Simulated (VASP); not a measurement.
# InAs2 (P-3m1) in VASP: notebook

Runs on InAs2. Level: PBE. Tasks: single point, relaxation of cell and atoms.

Program: VASP 6.6.1. These are calculated values, not measurements. Logs are shortened: lines on timing, memory, paths and dates and some standing lists are left out, and cuts for length are marked.

## (1) The cell of the first run

Symmetry: P-3m1, No. 164, trigonal system. The conventional cell has a = 3.866 Å, b = 3.866 Å, c = 5.407 Å, α = 90.00°, β = 90.00°, γ = 120.00°. In (site symmetry -3m) has 6 As at 2.98 Å and 6 In at 3.87 Å within 3.9 Å. As (site symmetry 3m) has 3 As at 2.66 Å and 3 In at 2.98 Å within 3.5 Å.

## (2) Single point, PBE

Contents of INCAR:

```
SYSTEM = InAs2
  PREC = Accurate
  ENCUT = 520
  EDIFF = 1E-6
  ISMEAR = 0
  SIGMA = 0.1
  LREAL = .FALSE.
  LASPH = .TRUE.
  NELM = 80
  ALGO = Normal
  ISIF = 2
  LWAVE = .FALSE.
  LCHARG = .TRUE.
  GGA = PE
  LELF = .TRUE.
  LVHAR = .TRUE.
  NBANDS = 18
```

Contents of KPOINTS:

```
regular mesh
0
G
  6 6 4
  0 0 0
```

Contents of POSCAR:

```
InAs2
1.0
    3.8662703966      0.0000000000      0.0000000000
   -1.9331351983      3.3482883814      0.0000000000
    0.0000000000      0.0000000000      5.4074656172
In As
1 2
Direct
    0.0000000000      0.0000000000      0.5000000000
    0.3333333333      0.6666666667      0.1337985407
    0.6666666667      0.3333333333      0.8662014593
```

Potentials or basis: VASP PAW PBE potentials, release 64 (In_d, As).

Launch:

```sh
> cat potpaw_PBE.64/In_d/POTCAR potpaw_PBE.64/As/POTCAR > POTCAR
> mpirun -np 1 vasp_std > vasp.out
```

OUTCAR:

```text
SYSTEM = InAs2
   PREC = Accurate
   ENCUT = 520
   EDIFF = 1E-6
   ISMEAR = 0
   LREAL = .FALSE.
   LASPH = .TRUE.
   NELM = 80
   ISIF = 2
   GGA = PE

 ion  position               nearest neighbor table
   1  0.000  0.000  0.500-   2 2.98   3 2.98   3 2.98   2 2.98   3 2.98   2 2.98
   2  0.333  0.667  0.134-   3 2.66   3 2.66   3 2.66   1 2.98   1 2.98   1 2.98
   3  0.667  0.333  0.866-   2 2.66   2 2.66   2 2.66   1 2.98   1 2.98   1 2.98

  LATTYP: Found a hexagonal cell.
 ALAT       =     3.8662703966
 C/A-ratio  =     1.3986258235

  Lattice vectors:

 A1 = (   3.8662703966,   0.0000000000,   0.0000000000)
 A2 = (  -1.9331351983,   3.3482883814,   0.0000000000)
 A3 = (   0.0000000000,   0.0000000000,   5.4074656172)

Analysis of symmetry for initial positions (statically):
=====================================================================
 Subroutine PRICEL returns:
 Original cell was already a primitive cell.

 Routine SETGRP: Setting up the symmetry group for a
 hexagonal supercell.

 Subroutine GETGRP returns: Found 12 space group operations
 (whereof 12 operations were pure point group operations)
 out of a pool of 24 trial point group operations.

The static configuration has the point symmetry D_3d.

Analysis of symmetry for dynamics (positions and initial velocities):
=====================================================================
 Subroutine PRICEL returns:
 Original cell was already a primitive cell.

 Routine SETGRP: Setting up the symmetry group for a
 hexagonal supercell.

 Subroutine GETGRP returns: Found 12 space group operations
 (whereof 12 operations were pure point group operations)
 out of a pool of 24 trial point group operations.

The dynamic configuration has the point symmetry D_3d.

 Subroutine INISYM returns: Found 12 space group operations
 (whereof 12 operations are pure point group operations),
 and found     1 'primitive' translations

----------------------------------------------------------------------------------------

                                     Primitive cell

  volume of cell :      70.0017

  direct lattice vectors                    reciprocal lattice vectors
     3.866270397  0.000000000  0.000000000     0.258647197  0.149330029  0.000000000
    -1.933135198  3.348288381  0.000000000     0.000000000  0.298660057  0.000000000
     0.000000000  0.000000000  5.407465617     0.000000000  0.000000000  0.184929516

[... 83 lines left out ...]
   NELM   =     80;   NELMIN=  2; NELMDL= -5     # of ELM steps
   EDIFF  = 0.1E-05   stopping-criterion for ELM
   LREAL  =      F    real-space projection
   EDIFFG = 0.1E-04   stopping-criterion for IOM
   NSW    =      0    number of steps for IOM
   IBRION =     -1    ionic relax: 0-MD 1-quasi-New 2-CG
   NFREE  =      0    steps in history (QN), initial steepest desc. (CG)
   ISIF   =      2    stress and relaxation
   ISYM   =      2    0-nonsym 1-usesym 2-fastsym
   POTIM  = 0.5000    time-step for ionic-motion
   TEBEG  =    0.0;   TEEND  =   0.0 temperature during run
   PSTRESS=    0.0 pullay stress
   NELECT =      23.0000    total number of electrons
   NUPDOWN=      -1.0000    fix difference up-down
   EMIN   =  10.00;   EMAX   =-10.00  energy-range for DOS
   EFERMI =   0.00;   METHOD = LEGACY
   ISMEAR =     0;   SIGMA  =   0.10  broadening in eV -4-tet -1-fermi 0-gaus
   EFERMI_NEDOS =   21; number of points for ismear=-14 and -15
   IALGO  =     38    algorithm
   IMIX   =      4    mixing-type and parameters
     AMIX     =   0.40;   BMIX     =  1.00
     AMIX_MAG =   1.60;   BMIX_MAG =  1.00
  volume/ion in A,a.u.               =      23.33       157.47
  Fermi-wavevector in a.u.,A,eV,Ry     =   1.129660  2.134748 17.362832  1.276132
  Thomas-Fermi vector in A             =   2.266354
   LORBIT       =      0    0 simple, 1 ext, 2 COOP (PROOUT), +10 PAW based schemes
   GGA     = PE    functional components
   LHFCALC =     F    Hartree Fock is set to
   AEXX    =    0.0000 exact exchange contribution
   IVDW    =     0    specifies the selected vdW correction
   LEPSILON=     F    determine dielectric tensor
   LRPA    =     F    only Hartree local field effects (RPA)
 non-spin polarized calculation
 Gauss-broadening in eV      SIGMA  =   0.10
  energy-cutoff  :      520.00
  volume of cell :       70.00
 maximum number of plane-waves:      1914
 NGX is ok and might be reduce to    30
   NGX = 15   NGY = 15   NGZ = 21

 number of electron      23.0000004 magnetization

 Free energy of the ion-electron system (eV)
  ---------------------------------------------------
  ext. energy  EPLUGINS =         0.00000000
  ---------------------------------------------------
  free energy    TOTEN  =       -11.78558004 eV

  energy without entropy =      -11.77946993  energy(sigma->0) =      -11.78252498

 E-fermi :   6.0391     XC(G=0): -10.0401

 val. band max:        5.9824047481   @ k =   0.5000  -0.0000   0.2500
 cond. band min:       6.0714492420   @ k =   0.3333  -0.0000   0.0000
 fundamental gap:      0.0890444939
 Fermi energy:         6.0390794456

 k-point     1 :       0.0000    0.0000    0.0000
  band No.  band energies     occupation
      1      -8.5715      2.00000
      2      -8.5665      2.00000
      3      -8.5665      2.00000
      4      -8.4981      2.00000
      5      -8.4981      2.00000
      6      -7.7961      2.00000
[... 481 lines left out ...]
      5      -8.4730      2.00000
      6      -4.7434      2.00000
[... 10 lines left out ...]
     17      10.5534      0.00000
     18      14.1790      0.00000

------------------------ aborting loop because EDIFF is reached ----------------------------------------

  FORCE on cell =-STRESS in cart. coord.  units (eV):
  Direction    XX          YY          ZZ          XY          YZ          ZX
  --------------------------------------------------------------------------------------
  -------------------------------------------------------------------------------------
  Total        0.0148101      0.0148101      0.0834174      0.0000000     -0.0000000      0.0000000
  in kB        0.3389696      0.3389696      1.9092315      0.0000000     -0.0000000      0.0000000
  external PRESSURE =       0.8623903 kB  Pullay stress =       0.0000000 kB

 VOLUME and BASIS-vectors are now :
 -----------------------------------------------------------------------------
  energy-cutoff  :      520.00
  volume of cell :       70.00
      direct lattice vectors                 reciprocal lattice vectors
     3.866270397  0.000000000  0.000000000     0.258647197  0.149330029  0.000000000
    -1.933135198  3.348288381  0.000000000     0.000000000  0.298660057  0.000000000
     0.000000000  0.000000000  5.407465617     0.000000000  0.000000000  0.184929516

 POSITION                                       TOTAL-FORCE (eV/Angst)
 -----------------------------------------------------------------------------------
      0.00000      0.00000      2.70373        -0.000000      0.000000      0.000000
     -0.00000      2.23219      0.72351         0.000000     -0.000000      0.021892
      1.93314      1.11610      4.68395        -0.000000      0.000000     -0.021892
 -----------------------------------------------------------------------------------
    total drift:                               -0.000000      0.000000     -0.000000

  FREE ENERGIE OF THE ION-ELECTRON SYSTEM (eV)
  ---------------------------------------------------
  free  energy   TOTEN  =       -11.7855800357 eV

  energy  without entropy=      -11.7794699314  energy(sigma->0) =      -11.78252498
```

OSZICAR:

```text
N       E                     dE             d eps       ncg     rms          rms(c)
DAV:   1     0.151962770522E+03    0.15196E+03   -0.10629E+04   864   0.133E+03
DAV:   2     0.329625560984E+00   -0.15163E+03   -0.14704E+03   928   0.306E+02
DAV:   3    -0.115233045747E+02   -0.11853E+02   -0.11661E+02  1128   0.873E+01
DAV:   4    -0.118364212288E+02   -0.31312E+00   -0.31231E+00  1010   0.137E+01
DAV:   5    -0.118456072187E+02   -0.91860E-02   -0.91850E-02  1236   0.254E+00    0.371E+00
DAV:   6    -0.117911061241E+02    0.54501E-01   -0.11871E-01  1086   0.561E+00    0.219E+00
DAV:   7    -0.117856715016E+02    0.54346E-02   -0.51255E-02  1224   0.234E+00    0.363E-01
DAV:   8    -0.117854315944E+02    0.23991E-03   -0.60545E-03  1088   0.997E-01    0.180E-01
DAV:   9    -0.117855714749E+02   -0.13988E-03   -0.58007E-04   922   0.166E-01    0.407E-02
DAV:  10    -0.117855786854E+02   -0.72105E-05   -0.23341E-05  1230   0.337E-02    0.230E-02
DAV:  11    -0.117855797278E+02   -0.10425E-05   -0.47563E-06   930   0.159E-02    0.107E-02
DAV:  12    -0.117855800357E+02   -0.30788E-06   -0.69978E-07   510   0.484E-03
   1 F= -.11785580E+02 E0= -.11782525E+02  d E =-.611010E-02
```

stdout:

```text
POSCAR found type information on POSCAR InAs
 POSCAR found :  2 types and       3 ions
 scaLAPACK will be used
 LDA part: xc-table for (Slater+PW92), standard interpolation
 POSCAR, INCAR and KPOINTS ok, starting setup
 FFT: planning ... GRIDC
 FFT: planning ... GRID_SOFT
 FFT: planning ... GRID
 WAVECAR not read
 entering main loop
```

Wall time 26 s (1 thread of Intel Xeon Platinum 8259CL at 2.50GHz (Skylake/Cascade Lake), shared host); peak memory 0.19 GiB.

What came out:

| Property | Result |
| --- | --- |
| Free energy | -11.7856 eV |
| Pressure | 0.1 GPa |
| Largest force | 0.022 eV/Å |

Forces in eV/Å, atoms in the order of the input:
```
In   0.000  0.000  0.000
As   0.000  0.000  0.022
As   0.000  0.000 -0.022
```

Stress tensor (GPa, compression positive):
```
0.03 0.00 0.00
0.00 0.03 0.00
0.00 0.00 0.19
```

Caveat: spin-orbit coupling is left out, which moves the levels of the heavy elements.

## (3) Single point, PBE

This run uses another cell than the first one, of 24.21 Å³/atom, 1.038 times its volume.

Contents of INCAR:

```
SYSTEM = InAs2
ALGO = Normal
EDIFF = 1E-6
ENCUT = 520
GGA = PE
ISIF = 2
ISMEAR = 0
LASPH = .TRUE.
LCHARG = .FALSE.
LREAL = .FALSE.
LWAVE = .FALSE.
NBANDS = 18
NELM = 100
PREC = Accurate
SIGMA = 0.1
```

Contents of KPOINTS:

```
k-points
0
G
  6 6 4
  0 0 0
```

Contents of POSCAR:

```
InAs2
1.0
    3.7388410000      0.0000000000      0.0000000000
   -1.8694205000      3.2379312900      0.0000000000
    0.0000000000      0.0000000000      5.9998927300
In As
1 2
Direct
    0.0000000000      0.0000000000      0.5000000000
    0.3333333300      0.6666666700      0.2521245200
    0.6666666700      0.3333333300      0.7478754800
```

Potentials or basis: VASP PAW PBE potentials, release 64 (In_d, As).

Launch:

```sh
> cat potpaw_PBE.64/In_d/POTCAR potpaw_PBE.64/As/POTCAR > POTCAR
> mpirun -np 1 vasp_std > vasp.out
```

Wall time 27 s (1 thread of Intel Xeon Platinum 8259CL at 2.50GHz (Skylake/Cascade Lake), shared host); peak memory 0.2 GiB.

It converged, with:

```yaml
Free_energy: -10.1076 eV
Pressure: 9.2 GPa
Largest_force: 1.535 eV/Å
```

Forces in eV/Å, atoms in the order of the input:
```
In   0.000  0.000  0.000
As   0.000  0.000 -1.535
As   0.000  0.000  1.535
```

Stress tensor (GPa, compression positive):
```
12.13  0.00  0.00
 0.00 12.13  0.00
 0.00  0.00  3.27
```

Levels at points of the mesh, in eV from the Fermi level:
| k point | band 8 | band 9 | band 10 | band 11 | band 12 | band 13 | band 14 | band 15 |
| --- | --- | --- | --- | --- | --- | --- | --- | --- |
| (0.00, 0.00, 0.00) | -5.07 | 0.70 | 0.70 | 1.03 | 1.03 | 1.37 | 3.76 | 4.09 |
| (0.50, 0.00, 0.00) | -5.66 | -3.85 | -2.41 | -1.77 | -0.51 | 1.16 | 2.70 | 4.88 |
| (0.00, 0.00, 0.50) | -3.08 | -1.67 | 0.56 | 0.56 | 1.28 | 1.28 | 4.32 | 4.97 |
| (0.50, 0.00, 0.50) | -6.03 | -4.57 | -1.51 | -0.86 | 0.17 | 0.50 | 2.56 | 4.81 |

Caveat: spin-orbit coupling is left out, which moves the levels of the heavy elements; this functional lacks dispersion, which binds the layers, so the pressure and a relaxed spacing across them are unreliable; forces of over 1 eV/Å act on the atoms, so gaps and moduli don't describe the material at rest.

## (4) Relaxation of cell and atoms, PBE

This run uses another cell than the first one, of 24.21 Å³/atom, 1.038 times its volume.

Contents of INCAR:

```
SYSTEM = InAs2
ALGO = Normal
EDIFF = 1E-7
EDIFFG = -0.04
ENCUT = 600
GGA = PE
IBRION = 2
ISIF = 3
ISMEAR = 0
LASPH = .True.
LCHARG = .False.
LREAL = .False.
LWAVE = .False.
NELM = 80
NSW = 90
PREC = Accurate
SIGMA = 0.1
```

Contents of KPOINTS:

```
k-points
0
Gamma
  6 6 4
  0 0 0
```

POSCAR is that of step 3.

Launch:

```sh
> cat potpaw_PBE.64/In_d/POTCAR potpaw_PBE.64/As/POTCAR > POTCAR
> mpirun -np 1 vasp_std > vasp.out
```

Wall time 15 min (1 thread of Intel Xeon Platinum 8259CL at 2.50GHz (Skylake/Cascade Lake), shared host); peak memory 0.22 GiB.

It converged, with:

* Free energy: -11.7853 eV
* Relaxed volume: 23.39 Å³/atom
* Relaxed cell: a = 3.854 Å, b = 3.854 Å, c = 5.455 Å, α = 90.00°, β = 90.00°, γ = 120.00°
* Space group after relaxing (to 0.05 Å): P-3m1 (No. 164)
* Energy gained by relaxing: 559.2 meV/atom
* Ionic steps: 32
* Pressure after relaxing: 0.1 GPa
* Largest force after relaxing: 0.023 eV/Å

Forces in eV/Å, atoms in the order of the input:
```
In   0.000  0.000  0.000
As   0.000  0.000  0.023
As   0.000  0.000 -0.023
```

Stress tensor (GPa, compression positive):
```
 0.14  0.00  0.00
 0.00  0.14  0.00
 0.00  0.00 -0.07
```

The path:
| step | energy change (eV) | largest force (eV/Å) | pressure (GPa) | volume (Å³) |
| --- | --- | --- | --- | --- |
| 1 | 0.0000 | 1.5352 | 9.19 | 72.64 |
| 2 | -0.3067 | 0.0775 | -4.67 | 88.13 |
| 3 | -0.3758 | 0.2953 | -1.59 | 82.72 |
| 4 | -0.4975 | 0.4614 | -1.63 | 81.21 |
| 5 | -0.8641 | 1.0522 | -1.09 | 75.91 |
| 6 | -0.8553 | 0.7232 | 7.72 | 61.78 |
| 7 | -1.0342 | 1.1002 | 2.67 | 67.76 |
| 8 | -1.1149 | 0.8034 | 0.48 | 68.70 |
| 9 | -1.1332 | 0.5263 | -1.13 | 69.66 |
| 10 | -1.1351 | 0.6093 | -0.75 | 69.43 |
| 11 | -1.1832 | 0.5404 | -0.43 | 68.88 |
| 12 | -1.2882 | 0.2663 | 1.09 | 67.20 |
| 13 | -1.2660 | 0.5235 | 6.77 | 63.75 |
| 14 | -1.3267 | 0.2127 | 2.49 | 66.07 |
| 15 | -1.3251 | 0.1055 | 4.51 | 64.85 |
| 16 | -1.3337 | 0.0775 | 3.40 | 65.48 |
| 17 | -1.3739 | 0.0518 | 2.06 | 67.08 |
| 18 | -1.4030 | 0.2297 | 0.40 | 69.83 |
| 19 | -1.4055 | 0.2816 | -0.11 | 70.91 |
| 20 | -1.4268 | 0.2681 | -0.24 | 71.28 |
| 21 | -1.4974 | 0.3141 | -0.89 | 72.27 |
| 22 | -1.6178 | 0.1498 | -2.28 | 73.71 |
| 23 | -1.4323 | 1.3028 | -3.01 | 74.57 |
| 24 | -1.6383 | 0.0545 | -2.76 | 74.10 |
| 25 | -1.6569 | 0.1133 | -2.21 | 73.13 |
| 26 | -1.6632 | 0.1838 | -1.69 | 72.40 |
| 27 | -1.6635 | 0.2020 | -1.55 | 72.22 |
| 28 | -1.6724 | 0.0899 | -0.97 | 71.50 |
| 29 | -1.6769 | 0.0552 | -0.19 | 70.60 |
| 30 | -1.6770 | 0.0702 | -0.11 | 70.51 |
| 31 | -1.6772 | 0.0584 | -0.06 | 70.42 |
| 32 | -1.6776 | 0.0230 | 0.07 | 70.18 |

Final structure:
```
In As
1.0
     3.85416    0.00000    0.00000
    -1.92708    3.33780    0.00000
     0.00000    0.00000    5.45512
In As
1 2
Cartesian
  0.0000 0.0000 2.7276
  0.0000 2.2252 0.7233
  1.9271 1.1126 4.7318
```

Levels at points of the mesh, in eV from the Fermi level:
| k point | band 8 | band 9 | band 10 | band 11 | band 12 | band 13 | band 14 | band 15 |
| --- | --- | --- | --- | --- | --- | --- | --- | --- |
| (0.00, 0.00, 0.00) | -6.43 | -1.47 | -1.47 | -0.28 | 0.94 | 0.94 | 2.16 | 6.06 |
| (0.50, 0.00, 0.00) | -5.04 | -3.71 | -3.30 | -3.26 | -1.96 | 2.08 | 2.26 | 3.79 |
| (0.00, 0.00, 0.50) | -3.42 | -2.11 | -1.51 | -1.51 | 1.39 | 1.39 | 2.43 | 3.94 |
| (0.50, 0.00, 0.50) | -5.72 | -5.68 | -2.88 | -0.96 | -0.54 | 0.43 | 2.95 | 3.30 |

Caveat: spin-orbit coupling is left out, which moves the levels of the heavy elements; this functional lacks dispersion, which binds the layers, so the pressure and a relaxed spacing across them are unreliable.

(Continued in part 2 of 2.)
